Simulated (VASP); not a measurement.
# HRu16Cl in VASP: single point with PBE+D3(BJ)

Aim: the single point of HRu16Cl with PBE+D3(BJ).

All numbers are computed with VASP 6.6.1; they aren't measurements. Logs are shortened: lines on timing, memory, paths and dates and some standing lists are left out, and cuts for length are marked.

## Step 1: The cell of the first run

The cell holds a slab with vacuum, 18 atoms: a = 5.395 Å, b = 5.395 Å, c = 25.095 Å, α = 90.00°, β = 90.00°, γ = 120.00°.

## Step 2: Single point, PBE+D3(BJ)

The input, INCAR:

```
SYSTEM = HRu16Cl
PREC     = Accurate       ! precision mode
ENCUT    = 520            ! plane-wave cutoff, eV
EDIFF    = 1E-6           ! SCF threshold, eV
ISMEAR   = 0              ! smearing method
SIGMA    = 0.1            ! smearing width, eV
LREAL    = Auto         
LASPH    = .True.         ! aspherical terms in the spheres
NELM     = 100            ! most SCF steps
ALGO     = Normal         ! electronic algorithm
ISIF     = 2              ! what is computed and relaxed
LWAVE    = .False.        ! write WAVECAR
LCHARG   = .False.        ! write CHGCAR
LDIPOL   = .True.       
IDIPOL   = 3            
DIPOL    = 0.5 0.5 0.467
GGA      = PE             ! functional
IVDW     = 12             ! dispersion correction
NBANDS   = 131            ! bands
```

The input, KPOINTS:

```
regular mesh
0
Gamma
  4 4 1
  0 0 0
```

The input, POSCAR:

```
HRu16Cl
1.0
    5.3951895485      0.0000000000      0.0000000000
   -2.6975947742      4.6723712072      0.0000000000
    0.0000000000      0.0000000000     25.0946269945
Ru Cl H
16 1 1
Direct
    0.3333333333      0.1666666667      0.3187933417
    0.3333333333      0.6666666667      0.3187933417
    0.8333333333      0.1666666667      0.3187933417
    0.8333333333      0.6666666667      0.3187933417
    0.1666666667      0.3333333333      0.4037879902
    0.1666666667      0.8333333333      0.4037879902
    0.6666666667      0.3333333333      0.4037879902
    0.6666666667      0.8333333333      0.4037879902
    0.3315019912      0.1657635195      0.4896330220
    0.3334267746      0.6667011577      0.4869833927
    0.8344057878      0.1656291133      0.4896265435
    0.8343978596      0.6687520515      0.4896391862
    0.1688051762      0.3373626996      0.5727259263
    0.1688253396      0.8315039629      0.5727373046
    0.6668773302      0.3334638989      0.5705023348
    0.6631198486      0.8316283159      0.5727357796
    0.3341948600      0.6670683720      0.6503316273
    0.0003014506     -0.0000271004      0.6133464640
```

Potentials or basis: VASP PAW PBE potentials, release 64 (Ru_pv, Cl, H).

Run with:

```bash
> cat potpaw_PBE.64/Ru_pv/POTCAR potpaw_PBE.64/Cl/POTCAR potpaw_PBE.64/H/POTCAR > POTCAR
> mpirun -np 1 vasp_std > vasp.out
```

OUTCAR:

```text
SYSTEM = HRu16Cl
   PREC = Accurate
   ENCUT = 520
   EDIFF = 1E-6
   ISMEAR = 0
   LREAL = Auto
   LASPH = .True.
   NELM = 100
   ISIF = 2
   GGA = PE
   IVDW = 12
 IVDW          = 12

 ion  position               nearest neighbor table
   1  0.333  0.167  0.319-   5 2.64   6 2.64   7 2.64   2 2.70   2 2.70   4 2.70   4 2.70   3 2.70
                             3 2.70
   2  0.333  0.667  0.319-   6 2.64   5 2.64   8 2.64   1 2.70   1 2.70   3 2.70   3 2.70   4 2.70
                             4 2.70
   3  0.833  0.167  0.319-   7 2.64   8 2.64   5 2.64   4 2.70   4 2.70   2 2.70   2 2.70   1 2.70
                             1 2.70
   4  0.833  0.667  0.319-   8 2.64   7 2.64   6 2.64   3 2.70   3 2.70   1 2.70   1 2.70   2 2.70
                             2 2.70
   5  0.167  0.333  0.404-  10 2.60   1 2.64   2 2.64   3 2.64  11 2.66   9 2.66   6 2.70   6 2.70
                             8 2.70   8 2.70   7 2.70   7 2.70
   6  0.167  0.833  0.404-  10 2.60   2 2.64   1 2.64   4 2.64  12 2.66   9 2.66   5 2.70   5 2.70
                             7 2.70   7 2.70   8 2.70   8 2.70
   7  0.667  0.333  0.404-   3 2.64   4 2.64   1 2.64   9 2.66  11 2.66  12 2.66   8 2.70   8 2.70
                             6 2.70   6 2.70   5 2.70   5 2.70
   8  0.667  0.833  0.404-  10 2.60   4 2.64   3 2.64   2 2.64  11 2.66  12 2.66   7 2.70   7 2.70
                             5 2.70   5 2.70   6 2.70   6 2.70
   9  0.332  0.166  0.490-  15 2.56  13 2.61  14 2.61   5 2.66   6 2.66   7 2.66  11 2.68  12 2.68
                            10 2.70  10 2.70  12 2.71  11 2.71
  10  0.333  0.667  0.487-   8 2.60   5 2.60   6 2.60  13 2.65  14 2.65  16 2.65  12 2.70  11 2.70
                             9 2.70   9 2.70  11 2.70  12 2.70
  11  0.834  0.166  0.490-  15 2.56  16 2.60  13 2.61   5 2.66   8 2.66   7 2.66  12 2.68   9 2.68
                            10 2.70  10 2.70   9 2.71  12 2.71
  12  0.834  0.669  0.490-  15 2.56  16 2.61  14 2.61   6 2.66   8 2.66   7 2.66  11 2.68   9 2.68
                            10 2.70  10 2.70   9 2.71  11 2.71
  13  0.169  0.337  0.573-  18 1.88  17 2.48   9 2.61  11 2.61  10 2.65  14 2.67  16 2.67  15 2.70
                            15 2.70  16 2.73  14 2.73
  14  0.169  0.832  0.573-  18 1.88  17 2.48   9 2.61  12 2.61  10 2.65  13 2.67  16 2.67  15 2.70
                            15 2.70  16 2.73  13 2.73
  15  0.667  0.333  0.571-  12 2.56   9 2.56  11 2.56  16 2.70  13 2.70  14 2.70  14 2.70  13 2.70
                            16 2.70
  16  0.663  0.832  0.573-  18 1.88  17 2.48  11 2.60  12 2.61  10 2.65  14 2.67  13 2.67  15 2.70
                            15 2.70  13 2.73  14 2.73
  17  0.334  0.667  0.650-  16 2.48  13 2.48  14 2.48
  18  0.000  1.000  0.613-  14 1.88  16 1.88  13 1.88

  LATTYP: Found a hexagonal cell.
 ALAT       =     5.3951895485
 C/A-ratio  =     4.6512966354

  Lattice vectors:

 A1 = (   5.3951895485,   0.0000000000,   0.0000000000)
 A2 = (  -2.6975947742,   4.6723712072,   0.0000000000)
 A3 = (   0.0000000000,   0.0000000000,  25.0946269945)

Analysis of symmetry for initial positions (statically):
=====================================================================
 Subroutine PRICEL returns:
 Original cell was already a primitive cell.

 Routine SETGRP: Setting up the symmetry group for a
 hexagonal supercell.

 Subroutine GETGRP returns: Found  1 space group operations
 (whereof  1 operations were pure point group operations)
 out of a pool of 24 trial point group operations.

The static configuration has the point symmetry C_1 .

Analysis of symmetry for dynamics (positions and initial velocities):
=====================================================================
 Subroutine PRICEL returns:
 Original cell was already a primitive cell.

 Routine SETGRP: Setting up the symmetry group for a
 hexagonal supercell.

 Subroutine GETGRP returns: Found  1 space group operations
 (whereof  1 operations were pure point group operations)
 out of a pool of 24 trial point group operations.

The dynamic configuration has the point symmetry C_1 .

 Subroutine INISYM returns: Found  1 space group operations
 (whereof  1 operations are pure point group operations),
 and found     1 'primitive' translations

----------------------------------------------------------------------------------------

                                     Primitive cell

  volume of cell :     632.5936

  direct lattice vectors                    reciprocal lattice vectors
     5.395189549  0.000000000  0.000000000     0.185350300  0.107012045  0.000000000
    -2.697594774  4.672371207  0.000000000     0.000000000  0.214024091  0.000000000
     0.000000000  0.000000000 25.094626995     0.000000000  0.000000000  0.039849168

  length of vectors
     5.395189549  5.395189548 25.094626995     0.214024091  0.214024091  0.039849168

  position of ions in fractional coordinates (direct lattice)
     0.333333333  0.166666667  0.318793342
     0.333333333  0.666666667  0.318793342
     0.833333333  0.166666667  0.318793342
     0.833333333  0.666666667  0.318793342
     0.166666667  0.333333333  0.403787990
     0.166666667  0.833333333  0.403787990
[... 10 lines left out ...]
     0.334194860  0.667068372  0.650331627
     0.000301451  0.999972900  0.613346464

  ion indices of the primitive-cell ions
   primitive index   ion index
                 1           1
                 2           2
                 3           3
                 4           4
                 5           5
                 6           6
[... 10 lines left out ...]
                17          17
                18          18

----------------------------------------------------------------------------------------

 KPOINTS: regular mesh

Automatic generation of k-mesh.
 Grid dimensions read from file:
 generate k-points for:    4    4    1

 Generating k-lattice:

  Cartesian coordinates                     Fractional coordinates (reciprocal lattice)
     0.046337575  0.026753011  0.000000000     0.250000000  0.000000000  0.000000000
     0.000000000  0.053506023  0.000000000     0.000000000  0.250000000  0.000000000
     0.000000000  0.000000000  0.039849168     0.000000000  0.000000000  1.000000000

  Length of vectors
     0.053506023  0.053506023  0.039849168

  Shift w.r.t. Gamma in fractional coordinates (k-lattice)
     0.000000000  0.000000000  0.000000000

 Subroutine IBZKPT returns following result:
 ===========================================

 Found     10 irreducible k-points:

 Following reciprocal coordinates:
            Coordinates               Weight
  0.000000  0.000000  0.000000      1.000000
  0.250000 -0.000000  0.000000      2.000000
  0.000000  0.250000  0.000000      2.000000
 -0.250000  0.250000  0.000000      2.000000
  0.500000 -0.000000  0.000000      1.000000
  0.000000  0.500000  0.000000      1.000000
  0.500000  0.500000  0.000000      1.000000
  0.250000  0.250000  0.000000      2.000000
 -0.250000  0.500000  0.000000      2.000000
  0.500000  0.250000  0.000000      2.000000
   k-points           NKPTS =     10   k-points in BZ     NKDIM =     10   number of bands    NBANDS=    131
   number of dos      NEDOS =    301   number of ions     NIONS =     18
   total plane-waves  NPLWV = 307200
   dimension x,y,z NGX =    40 NGY =   40 NGZ =  192
   dimension x,y,z NGXF=    80 NGYF=   80 NGZF=  384
   ions per type =              16   1   1
   NGX,Y,Z   is equivalent  to a cutoff of  12.33, 12.33, 12.72 a.u.
   NGXF,Y,Z  is equivalent  to a cutoff of  24.65, 24.65, 25.44 a.u.
 SYSTEM =  HRu16Cl
   PREC   = accura    normal or accurate (medium, high low for compatibility)
   ISTART =      0    job   : 0-new  1-cont  2-samecut
   ICHARG =      2    charge: 1-file 2-atom 10-const
   ISPIN  =      1    spin polarized calculation?
   LNONCOLLINEAR =      F non collinear calculations
   LSORBIT =      F    spin-orbit coupling
   LASPH  =      T    aspherical Exc in radial PAW
   ENCUT  =  520.0 eV  38.22 Ry    6.18 a.u.  10.03 10.03 46.66*2*pi/ulx,y,z
   NELM   =    100;   NELMIN=  2; NELMDL= -5     # of ELM steps
   EDIFF  = 0.1E-05   stopping-criterion for ELM
   LREAL  =      T    real-space projection
   EDIFFG = 0.1E-04   stopping-criterion for IOM
   NSW    =      0    number of steps for IOM
[... 5 lines left out ...]
   TEBEG  =    0.0;   TEEND  =   0.0 temperature during run
   PSTRESS=    0.0 pullay stress
   NELECT =     232.0000    total number of electrons
   NUPDOWN=      -1.0000    fix difference up-down
   EMIN   =  10.00;   EMAX   =-10.00  energy-range for DOS
   EFERMI =   0.00;   METHOD = LEGACY
   ISMEAR =     0;   SIGMA  =   0.10  broadening in eV -4-tet -1-fermi 0-gaus
   EFERMI_NEDOS =   21; number of points for ismear=-14 and -15
   IALGO  =     38    algorithm
   IMIX   =      4    mixing-type and parameters
     AMIX     =   0.40;   BMIX     =  1.00
     AMIX_MAG =   1.60;   BMIX_MAG =  1.00
  volume/ion in A,a.u.               =      35.14       237.16
  Fermi-wavevector in a.u.,A,eV,Ry     =   1.171824  2.214427 18.683147  1.373173
  Thomas-Fermi vector in A             =   2.308262
   LORBIT       =      0    0 simple, 1 ext, 2 COOP (PROOUT), +10 PAW based schemes
   GGA     = PE    functional components
   LHFCALC =     F    Hartree Fock is set to
   AEXX    =    0.0000 exact exchange contribution
   IVDW    =    12    specifies the selected vdW correction
   LEPSILON=     F    determine dielectric tensor
   LRPA    =     F    only Hartree local field effects (RPA)
 non-spin polarized calculation
 Gauss-broadening in eV      SIGMA  =   0.10
  energy-cutoff  :      520.00
  volume of cell :      632.59
 maximum number of plane-waves:     17086
   NGX = 21   NGY = 21   NGZ = 93

 dipolmoment           0.000000      0.000000      0.052293 electrons x Angstroem

 number of electron     232.0000004 magnetization

 dipolmoment           0.000000      0.000000     -0.036738 electrons x Angstroem

 Free energy of the ion-electron system (eV)
  ---------------------------------------------------
  ext. energy  EPLUGINS =         0.00000000
  ---------------------------------------------------
  free energy    TOTEN  =      -147.26299433 eV

  energy without entropy =     -147.14728544  energy(sigma->0) =     -147.20513989

 E-fermi :   1.6003     XC(G=0):  -5.9204

 val. band max:        1.5690621093   @ k =  -0.2500   0.2500   0.0000
 cond. band min:       1.6253316633   @ k =   0.0000   0.0000   0.0000
 fundamental gap:      0.0562695541
 Fermi energy:         1.6002611584

 k-point     1 :       0.0000    0.0000    0.0000
  band No.  band energies     occupation
      1     -42.0907      2.00000
      2     -42.0714      2.00000
      3     -42.0712      2.00000
      4     -42.0605      2.00000
      5     -42.0210      2.00000
      6     -42.0021      2.00000
[... 120 lines left out ...]
    127       3.0465      0.00000
    128       3.0466      0.00000

 k-point     2 :       0.2500   -0.0000    0.0000
  band No.  band energies     occupation
      1     -42.0337      2.00000
      2     -42.0131      2.00000
      3     -42.0121      2.00000
      4     -41.9755      2.00000
      5     -41.9653      2.00000
      6     -41.9506      2.00000
[... 1168 lines left out ...]
    127       2.5253      0.00000
    128       2.6352      0.00000
 [bands above 128 left out]

------------------------ aborting loop because EDIFF is reached ----------------------------------------

 vacuum level on the upper side and lower side of the slab       (xc-potential included)        -0.265         0.004

 Edisp (eV)   -7.86740

 E8    (eV) :    -3.6730

  FORCE on cell =-STRESS in cart. coord.  units (eV):
  Direction    XX          YY          ZZ          XY          YZ          ZX
  --------------------------------------------------------------------------------------
  -------------------------------------------------------------------------------------
  Total      -8.43775    -8.43857    -5.42500    -0.00126    -0.02224    -0.03632
  in kB     -21.37040   -21.37247   -13.73995    -0.00320    -0.05634    -0.09200
  external pressure =      -18.83 kB  Pullay stress =        0.00 kB

 VOLUME and BASIS-vectors are now :
 -----------------------------------------------------------------------------
  energy-cutoff  :      520.00
  volume of cell :      632.59
      direct lattice vectors                 reciprocal lattice vectors
     5.395189549  0.000000000  0.000000000     0.185350300  0.107012045  0.000000000
    -2.697594774  4.672371207  0.000000000     0.000000000  0.214024091  0.000000000
     0.000000000  0.000000000 25.094626995     0.000000000  0.000000000  0.039849168

 POSITION                                       TOTAL-FORCE (eV/Angst)
 -----------------------------------------------------------------------------------
      1.34880      0.77873      8.00000         0.060367      0.035040      0.747933
     -0.00000      3.11491      8.00000         0.000081     -0.000118      0.194836
      4.04639      0.77873      8.00000        -0.060449      0.034800      0.747971
      2.69759      3.11491      8.00000        -0.000252     -0.070159      0.747830
      0.00000      1.55746     10.13291         0.001885     -0.108645     -0.516171
     -1.34880      3.89364     10.13291        -0.093456      0.055420     -0.514365
[... 10 lines left out ...]
      0.00356      3.11679     16.31983        -0.005029     -0.002693     -0.005618
     -2.69590      4.67224     15.39170        -0.001402      0.002035     -0.015236
 -----------------------------------------------------------------------------------
    total drift:                               -0.000893     -0.000223     -0.007181

  FREE ENERGIE OF THE ION-ELECTRON SYSTEM (eV)
  ---------------------------------------------------
  free  energy   TOTEN  =      -155.1303961443 eV

  energy  without entropy=     -155.0146872524  energy(sigma->0) =     -155.07254170

 vacuum level on the upper side and lower side of the slab         6.217         6.494
```

Wall time 75 min (1 thread of Intel Xeon 8259CL, shared host); peak memory 0.97 GiB.

Results:

- Free energy: -155.1304 eV
- Largest force: 0.921 eV/Å
- Band gap on the k mesh: zero (bands 116 and 117 overlap by 1.10 eV)
- Dispersion energy per atom: -0.437 eV

Forces on the atoms (eV/Å):
```
Ru   0.060  0.035  0.748
Ru   0.000  0.000  0.195
Ru  -0.060  0.035  0.748
Ru   0.000 -0.070  0.748
Ru   0.002 -0.109 -0.516
Ru  -0.093  0.055 -0.514
Ru   0.002  0.001 -0.921
Ru   0.096  0.054 -0.519
Ru  -0.011 -0.008  0.010
Ru  -0.001  0.001  0.006
Ru   0.006  0.005  0.012
Ru   0.007  0.007  0.007
Ru   0.000  0.001  0.007
Ru   0.002 -0.002  0.004
Ru   0.002  0.000  0.002
Ru  -0.004 -0.005  0.004
Cl  -0.005 -0.003 -0.006
H   -0.001  0.002 -0.015
```

Levels at points of the mesh, in eV from the Fermi level:
| k point | band 116 | band 117 | band 118 | band 119 | band 120 | band 121 |
| --- | --- | --- | --- | --- | --- | --- |
| (0.00, 0.00, 0.00) | 0.90 | 0.98 | 1.15 | 1.15 | 1.18 | 1.19 |
| (0.50, 0.00, 0.00) | -0.48 | -0.20 | -0.13 | -0.12 | 0.06 | 0.09 |
| (0.00, 0.50, 0.00) | -0.48 | -0.20 | -0.12 | -0.12 | 0.06 | 0.09 |
| (0.50, 0.50, 0.00) | -0.48 | -0.20 | -0.12 | -0.12 | 0.06 | 0.09 |

The gap in the log of VASP goes by the Fermi energy; the results here count the filled bands.